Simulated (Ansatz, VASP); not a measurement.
# BN in VASP and in Ansatz

```
B N
1.0
     0.00000    1.81637    1.81637
     1.81637    0.00000    1.81637
     1.81637    1.81637    0.00000
B N
1 1
Direct
  0.00000 0.00000 0.00000
  0.25000 0.25000 0.25000
```

Alike in both runs: functional r2SCAN; k mesh 14 × 14 × 14; occupations fermi-dirac, width 0.02 eV; no spin polarisation.

Ansatz relaxed the structure, and its values are those at the end. VASP's run is a single point on that final structure, the one shown.

```csv
,VASP,Ansatz
version,VASP 6.6.1,Ansatz 0.2.0
potentials or method,"VASP PAW PBE potentials, release 64 (B, N), cutoff 520 eV",PAW plane waves
valence electrons in the cell,8,8
```

Ansatz gave:

- gap on the k mesh at the Fermi level (eV): 4.97
- pressure (GPa): -7.5

Estimate VASP's values.

gap on the k mesh at the Fermi level (eV): 4.96; pressure (GPa): -6.2.

VASP's potentials were made for PBE, not for r2SCAN. Ansatz's warnings: stress scf threshold loose.
